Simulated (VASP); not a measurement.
# TiC (Fm-3m) in VASP: single point with r2SCAN

Aim: the single point of TiC with r2SCAN.

Everything below comes from runs of VASP 6.6.1. Logs are shortened: lines on timing, memory, paths and dates and some standing lists are left out, and cuts for length are marked.

### Step 1. The cell of the first run

The structure is cubic, space group Fm-3m (No. 225). Conventional cell: a = 4.328 Å, b = 4.328 Å, c = 4.328 Å, α = 90.00°, β = 90.00°, γ = 90.00°. Within 2.9 Å of Ti (site symmetry m-3m) lie 6 C at 2.16 Å. Within 2.9 Å of C (site symmetry m-3m) lie 6 Ti at 2.16 Å.

### Step 2. Single point, r2SCAN

The input, POSCAR:

```
TiC
1.0
    0.0000000000      2.1638870341      2.1638870341
    2.1638870341      0.0000000000      2.1638870341
    2.1638870341      2.1638870341      0.0000000000
Ti C
1 1
Direct
    0.0000000000      0.0000000000      0.0000000000
    0.5000000000      0.5000000000      0.5000000000
```

The input, INCAR.step1:

```
SYSTEM = TiC
ALGO = Normal
EDIFF = 1E-5
ENCUT = 1430
GGA = PE
GGA_COMPAT = .FALSE.
ISMEAR = -1
LASPH = .TRUE.
LCHARG = .FALSE.
LREAL = .FALSE.
LWAVE = .TRUE.
NBANDS = 15
NELM = 120
PREC = Accurate
SIGMA = 0.08
```

The input, INCAR.step2:

```
SYSTEM = TiC
ALGO = Normal
EDIFF = 1E-6
ENCUT = 1430
GGA_COMPAT = .FALSE.
ISIF = 2
ISMEAR = -1
ISTART = 1
LASPH = .TRUE.
LCHARG = .FALSE.
LMIXTAU = .TRUE.
LREAL = .FALSE.
LWAVE = .FALSE.
METAGGA = R2SCAN
NBANDS = 15
NELM = 120
PREC = Accurate
SIGMA = 0.08
```

The input, KPOINTS:

```
k-points
0
G
  14 14 14
  0 0 0
```

Potentials or basis: VASP PAW PBE potentials, release 64 (Ti_sv, C_h).

Started as:

```
> cat potpaw_PBE.64/Ti_sv/POTCAR potpaw_PBE.64/C_h/POTCAR > POTCAR
> cp INCAR.step1 INCAR
> mpirun -np 1 vasp_std > vasp.out
> cp INCAR.step2 INCAR
> mpirun -np 1 vasp_std > vasp.out
```

OUTCAR:

```text
SYSTEM = TiC
   EDIFF = 1E-6
   ENCUT = 1430
   ISIF = 2
   ISMEAR = -1
   ISTART = 1
   LASPH = .TRUE.
   LREAL = .FALSE.
   METAGGA = R2SCAN
   NELM = 120
   PREC = Accurate

 ion  position               nearest neighbor table
   1  0.000  0.000  0.000-   2 2.16   2 2.16   2 2.16   2 2.16   2 2.16   2 2.16
   2  0.500  0.500  0.500-   1 2.16   1 2.16   1 2.16   1 2.16   1 2.16   1 2.16

  LATTYP: Found a face centered cubic cell.
 ALAT       =     4.3277740682

  Lattice vectors:

 A1 = (   0.0000000000,   2.1638870341,   2.1638870341)
 A2 = (   2.1638870341,   0.0000000000,   2.1638870341)
 A3 = (   2.1638870341,   2.1638870341,   0.0000000000)

Analysis of symmetry for initial positions (statically):
=====================================================================
 Subroutine PRICEL returns:
 Original cell was already a primitive cell.

 Routine SETGRP: Setting up the symmetry group for a
 face centered cubic supercell.

 Subroutine GETGRP returns: Found 48 space group operations
 (whereof 48 operations were pure point group operations)
 out of a pool of 48 trial point group operations.

The static configuration has the point symmetry O_h .

Analysis of symmetry for dynamics (positions and initial velocities):
=====================================================================
 Subroutine PRICEL returns:
 Original cell was already a primitive cell.

 Routine SETGRP: Setting up the symmetry group for a
 face centered cubic supercell.

 Subroutine GETGRP returns: Found 48 space group operations
 (whereof 48 operations were pure point group operations)
 out of a pool of 48 trial point group operations.

The dynamic configuration has the point symmetry O_h .

 Subroutine INISYM returns: Found 48 space group operations
 (whereof 48 operations are pure point group operations),
 and found     1 'primitive' translations

----------------------------------------------------------------------------------------

                                     Primitive cell

  volume of cell :      20.2644

  direct lattice vectors                    reciprocal lattice vectors
     0.000000000  2.163887034  2.163887034    -0.231065667  0.231065667  0.231065667
     2.163887034  0.000000000  2.163887034     0.231065667 -0.231065667  0.231065667
     2.163887034  2.163887034  0.000000000     0.231065667  0.231065667 -0.231065667

  length of vectors
     3.060198391  3.060198391  3.060198391     0.400217474  0.400217474  0.400217474

  position of ions in fractional coordinates (direct lattice)
     0.000000000  0.000000000  0.000000000
     0.500000000  0.500000000  0.500000000

  ion indices of the primitive-cell ions
   primitive index   ion index
                 1           1
                 2           2

----------------------------------------------------------------------------------------

 KPOINTS: k-points

Automatic generation of k-mesh.
 Grid dimensions read from file:
 generate k-points for:   14   14   14

 Generating k-lattice:

  Cartesian coordinates                     Fractional coordinates (reciprocal lattice)
    -0.016504690  0.016504690  0.016504690     0.071428571  0.000000000  0.000000000
     0.016504690 -0.016504690  0.016504690     0.000000000  0.071428571  0.000000000
     0.016504690  0.016504690 -0.016504690     0.000000000  0.000000000  0.071428571

  Length of vectors
     0.028586962  0.028586962  0.028586962

  Shift w.r.t. Gamma in fractional coordinates (k-lattice)
     0.000000000  0.000000000  0.000000000

 Subroutine IBZKPT returns following result:
 ===========================================

 Found    104 irreducible k-points:

 Following reciprocal coordinates:
            Coordinates               Weight
  0.000000  0.000000  0.000000      1.000000
  0.071429  0.000000  0.000000      8.000000
  0.142857  0.000000  0.000000      8.000000
  0.214286  0.000000  0.000000      8.000000
  0.285714  0.000000  0.000000      8.000000
  0.357143  0.000000  0.000000      8.000000
[... 16 lines left out ...]
  0.214286  0.142857  0.000000     24.000000
  0.285714  0.142857  0.000000     24.000000
 [... further k-points ...]
   k-points           NKPTS =    104   k-points in BZ     NKDIM =    104   number of bands    NBANDS=     15
   number of dos      NEDOS =    301   number of ions     NIONS =      2
   total plane-waves  NPLWV =  64000
   dimension x,y,z NGX =    40 NGY =   40 NGZ =   40
   dimension x,y,z NGXF=    80 NGYF=   80 NGZF=   80
   ions per type =               1   1
   NGX,Y,Z   is equivalent  to a cutoff of  21.73, 21.73, 21.73 a.u.
   NGXF,Y,Z  is equivalent  to a cutoff of  43.46, 43.46, 43.46 a.u.
 SYSTEM =  TiC
   PREC   = accura    normal or accurate (medium, high low for compatibility)
   ISTART =      1    job   : 0-new  1-cont  2-samecut
   ICHARG =      0    charge: 1-file 2-atom 10-const
   ISPIN  =      1    spin polarized calculation?
   LNONCOLLINEAR =      F non collinear calculations
   LSORBIT =      F    spin-orbit coupling
   LASPH  =      T    aspherical Exc in radial PAW
   ENCUT  = 1430.0 eV 105.10 Ry   10.25 a.u.   9.44  9.44  9.44*2*pi/ulx,y,z
   NELM   =    120;   NELMIN=  2; NELMDL=  0     # of ELM steps
   EDIFF  = 0.1E-05   stopping-criterion for ELM
   LREAL  =      F    real-space projection
   EDIFFG = 0.1E-04   stopping-criterion for IOM
   NSW    =      0    number of steps for IOM
   IBRION =     -1    ionic relax: 0-MD 1-quasi-New 2-CG
   NFREE  =      0    steps in history (QN), initial steepest desc. (CG)
   ISIF   =      2    stress and relaxation
   ISYM   =      2    0-nonsym 1-usesym 2-fastsym
   POTIM  = 0.5000    time-step for ionic-motion
   TEBEG  =    0.0;   TEEND  =   0.0 temperature during run
   PSTRESS=    0.0 pullay stress
   NELECT =      16.0000    total number of electrons
   NUPDOWN=      -1.0000    fix difference up-down
   EMIN   =  10.00;   EMAX   =-10.00  energy-range for DOS
   EFERMI =   0.00;   METHOD = LEGACY
   ISMEAR =    -1;   SIGMA  =   0.08  broadening in eV -4-tet -1-fermi 0-gaus
   EFERMI_NEDOS =   21; number of points for ismear=-14 and -15
   IALGO  =     38    algorithm
   IMIX   =      4    mixing-type and parameters
     AMIX     =   0.40;   BMIX     =  1.00
     AMIX_MAG =   1.60;   BMIX_MAG =  1.00
  volume/ion in A,a.u.               =      10.13        68.38
  Fermi-wavevector in a.u.,A,eV,Ry     =   1.513109  2.859362 31.150527  2.289499
  Thomas-Fermi vector in A             =   2.622944
   LORBIT       =      0    0 simple, 1 ext, 2 COOP (PROOUT), +10 PAW based schemes
   METAGGA = R2SCAN    functional components
   LHFCALC =     F    Hartree Fock is set to
   AEXX    =    0.0000 exact exchange contribution
   IVDW    =     0    specifies the selected vdW correction
   LEPSILON=     F    determine dielectric tensor
   LRPA    =     F    only Hartree local field effects (RPA)
 non-spin polarized calculation
  energy-cutoff  :     1430.00
  volume of cell :       20.26
 maximum number of plane-waves:      2521
 NGX is ok and might be reduce to    40
   NGX = 19   NGY = 19   NGZ = 19

 number of electron      16.0000000 magnetization

 Free energy of the ion-electron system (eV)
  ---------------------------------------------------
  ext. energy  EPLUGINS =         0.00000000
  ---------------------------------------------------
  free energy    TOTEN  =       -24.88384695 eV

  energy without entropy =      -24.87836347  energy(sigma->0) =      -24.88110521

 E-fermi :   9.8487     XC(G=0): -13.6060

 val. band max:        9.7703192846   @ k =   0.1429   0.1429   0.0000
 cond. band min:       9.8919654452   @ k =   0.3571   0.2857   0.0000
 fundamental gap:      0.1216461606
 Fermi energy:         9.8487257051

 k-point     1 :       0.0000    0.0000    0.0000
  band No.  band energies     occupation
      1     -49.1111      2.00000
      2     -24.0891      2.00000
      3     -24.0891      2.00000
      4     -24.0891      2.00000
      5      -3.3578      2.00000
      6      10.7247      0.00004
      7      10.7247      0.00004
      8      10.7247      0.00004
      9      11.5265      0.00000
     10      11.5265      0.00000
     11      11.5265      0.00000
     12      11.5816      0.00000
     13      11.5816      0.00000
     14      21.0920      0.00000
     15      24.7047      0.00000

 k-point     2 :       0.0714    0.0000    0.0000
  band No.  band energies     occupation
      1     -49.1073      2.00000
      2     -24.1158      2.00000
      3     -24.0915      2.00000
      4     -24.0915      2.00000
      5      -3.2392      2.00000
      6      10.0656      0.12473
      7      10.2571      0.01206
      8      10.2571      0.01206
      9      10.9705      0.00000
     10      10.9705      0.00000
     11      11.9079      0.00000
     12      12.7817      0.00000
     13      12.7817      0.00000
     14      21.3135      0.00000
     15      24.7243      0.00000

 k-point     3 :       0.1429    0.0000    0.0000
  band No.  band energies     occupation
      1     -49.0968      2.00000
      2     -24.1899      2.00000
      3     -24.0981      2.00000
      4     -24.0981      2.00000
      5      -2.8931      2.00000
      6       8.9167      1.99998
      7       9.2539      1.99882
      8       9.2539      1.99882
      9      11.1910      0.00000
     10      11.1910      0.00000
     11      12.3371      0.00000
     12      14.0730      0.00000
     13      14.0730      0.00000
     14      21.7996      0.00000
     15      24.6716      0.00000

 k-point     4 :       0.2143    0.0000    0.0000
  band No.  band energies     occupation
      1     -49.0816      2.00000
      2     -24.2956      2.00000
      3     -24.1077      2.00000
      4     -24.1077      2.00000
      5      -2.3481      2.00000
      6       7.6282      2.00000
      7       8.3715      2.00000
      8       8.3715      2.00000
      9      11.5788      0.00000
     10      11.5788      0.00000
     11      12.7050      0.00000
     12      15.3432      0.00000
     13      15.3432      0.00000
     14      21.9187      0.00000
     15      24.7646      0.00000
[... 307 lines left out ...]
 k-point    22 :       0.1429    0.1429    0.0000
  band No.  band energies     occupation
      1     -49.0921      2.00000
      2     -24.1813      2.00000
      3     -24.1218      2.00000
      4     -24.1218      2.00000
      5      -2.7672      2.00000
      6       7.9848      2.00000
      7       9.7703      1.45425
      8       9.7703      1.45425
      9      10.1816      0.03071
     10      11.7614      0.00000
     11      12.9550      0.00000
     12      12.9550      0.00000
     13      14.8052      0.00000
     14      22.2735      0.00000
     15      24.8561      0.00000

 k-point    23 :       0.2143    0.1429    0.0000
  band No.  band energies     occupation
      1     -49.0807      2.00000
      2     -24.2490      2.00000
      3     -24.1372      2.00000
      4     -24.1313      2.00000
      5      -2.4026      2.00000
      6       7.2069      2.00000
      7       9.0476      1.99991
      8       9.3224      1.99723
      9      10.3971      0.00211
     10      11.9169      0.00000
     11      13.2700      0.00000
     12      13.6593      0.00000
     13      15.5886      0.00000
     14      22.7973      0.00000
     15      24.7948      0.00000

 k-point    24 :       0.2857    0.1429    0.0000
  band No.  band energies     occupation
      1     -49.0659      2.00000
      2     -24.3435      2.00000
      3     -24.1511      2.00000
      4     -24.1419      2.00000
      5      -1.8793      2.00000
      6       6.4521      2.00000
      7       8.1338      2.00000
      8       8.6379      2.00000
      9      10.8242      0.00001
     10      12.2919      0.00000
     11      13.4941      0.00000
     12      14.5813      0.00000
     13      16.4923      0.00000
     14      22.7622      0.00000
     15      24.8720      0.00000

 [... further k-points ...]

------------------------ aborting loop because EDIFF is reached ----------------------------------------

  FORCE on cell =-STRESS in cart. coord.  units (eV):
  Direction    XX          YY          ZZ          XY          YZ          ZX
  --------------------------------------------------------------------------------------
  -------------------------------------------------------------------------------------
  Total        0.1114582      0.1114582      0.1114582     -0.0000000      0.0000000     -0.0000000
  in kB        8.8122898      8.8122898      8.8122898     -0.0000000      0.0000000     -0.0000000
  external PRESSURE =       8.8122898 kB  Pullay stress =       0.0000000 kB

 VOLUME and BASIS-vectors are now :
 -----------------------------------------------------------------------------
  energy-cutoff  :     1430.00
  volume of cell :       20.26
      direct lattice vectors                 reciprocal lattice vectors
     0.000000000  2.163887034  2.163887034    -0.231065667  0.231065667  0.231065667
     2.163887034  0.000000000  2.163887034     0.231065667 -0.231065667  0.231065667
     2.163887034  2.163887034  0.000000000     0.231065667  0.231065667 -0.231065667

 POSITION                                       TOTAL-FORCE (eV/Angst)
 -----------------------------------------------------------------------------------
      0.00000      0.00000      0.00000         0.000000      0.000000      0.000000
      2.16389      2.16389      2.16389        -0.000000     -0.000000     -0.000000
 -----------------------------------------------------------------------------------
    total drift:                                0.000000     -0.000000     -0.000000

  FREE ENERGIE OF THE ION-ELECTRON SYSTEM (eV)
  ---------------------------------------------------
  free  energy   TOTEN  =       -24.8838469545 eV

  energy  without entropy=      -24.8783634687  energy(sigma->0) =      -24.88110521
```

Wall time 6.2 min (1 thread of Intel Xeon Platinum 8375C at 2.90GHz (Ice Lake), shared host); peak memory 0.37 GiB.

What came out:

- Free energy: -24.8838 eV
- Pressure: 0.9 GPa
- Band gap on the k mesh: zero (bands 8 and 9 overlap by 1.33 eV)

Caveat: the PAW data sets were made with another functional, which shifts forces and pressure a little.

The gap in the log of VASP goes by the Fermi energy; the results here count the filled bands.